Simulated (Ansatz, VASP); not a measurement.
Two plane-wave programs on Si7Ge

The input POSCAR:

```
Si7Ge
1.0
    5.7413668519      0.0000000000      0.0000000000
    0.0000000000      5.7413668519      0.0000000000
    0.0000000000      0.0000000000      5.4679684304
Si Ge
7 1
Direct
    0.2524307582      0.2524307582      0.2524307582
    0.0000000000      0.5000000000      0.5000000000
    0.5000000000      0.5000000000      0.0000000000
    0.5000000000      0.0000000000      0.5000000000
    0.7475692418      0.2524307582      0.7475692418
    0.7475692418      0.7475692418      0.2524307582
    0.2524307582      0.7475692418      0.7475692418
    0.0000000000      0.0000000000      0.0000000000
```

File INCAR.step1:

```
ALGO = Normal
EDIFF = 1E-4
ENCUT = 520
GGA = PE
ISMEAR = 0
LASPH = True
LCHARG = False
LREAL = False
LWAVE = True
NBANDS = 31
NELM = 100
PREC = Accurate
SIGMA = 0.05
```

File INCAR.step2:

```
ALGO = Normal
EDIFF = 1E-7
ENCUT = 520
ISIF = 2
ISMEAR = 0
ISTART = 1
LASPH = True
LCHARG = True
LELF = True
LMIXTAU = True
LREAL = False
LVHAR = True
LWAVE = False
METAGGA = R2SCAN
NBANDS = 31
NELM = 100
PREC = Accurate
SIGMA = 0.05
```

Contents of KPOINTS:

```
k-points
0
Gamma
  6 6 6
```

Input for Ansatz:

```yaml
crystal:
  lattice:
    - [5.7413668519, 0.0, 0.0]
    - [0.0, 5.7413668519, 0.0]
    - [0.0, 0.0, 5.4679684304]
  atoms:
    - { symbol: Si, position: [0.2524307582, 0.2524307582, 0.2524307582] }
    - { symbol: Si, position: [0.0, 0.5, 0.5] }
    - { symbol: Si, position: [0.5, 0.5, 0.0] }
    - { symbol: Si, position: [0.5, 0.0, 0.5] }
    - { symbol: Si, position: [0.7475692418, 0.2524307582, 0.7475692418] }
    - { symbol: Si, position: [0.7475692418, 0.7475692418, 0.2524307582] }
    - { symbol: Si, position: [0.2524307582, 0.7475692418, 0.7475692418] }
    - { symbol: Ge, position: [0.0, 0.0, 0.0] }
basis:
  ecutwfc: 500
kpoints:
  mp_grid: { grid: [6, 6, 6] }
hamiltonian:
  xc: r2scan
scf:
  occupations: { method: gaussian, width: 0.05 }
output:
  forces: true
  stress: true
  eigenvalues: true
```

Change from the starting cell: strain +0.050 along x and y, +0.000 along z, atoms carried along.

Alike in both runs: task single point; functional r2SCAN; k mesh 6 × 6 × 6; occupations gaussian, width 0.05 eV; no spin polarisation.

|  | VASP | Ansatz |
| --- | --- | --- |
| version | VASP 6.6.1 | Ansatz 0.2.0 |
| potentials or method | VASP PAW PBE potentials, release 64 (Si, Ge_d), cutoff 520 eV | scalar-relativistic, plane waves, PAW |
| valence electrons in the cell | 42 | 42 |

|  | VASP | Ansatz | Ansatz less VASP |
| --- | --- | --- | --- |
| gap on the k mesh at the Fermi level (eV) | 0.40 | 0.39 | -0.009 |
| least direct gap on the mesh (eV) | 0.47 | 0.46 | -0.009 |
| pressure (GPa) | -7.6 | -7.4 | +0.16 |
| traceless stress, the component that is largest in VASP (GPa) | 3.02 | 3.00 | -0.014 |
| rms of the force components (eV/Å) | 0.012 | 0.007 | -0.0049 |

VASP's potentials were made for PBE, not for r2SCAN. Atom by atom the forces differ by 0.005 eV/Å (rms over components).
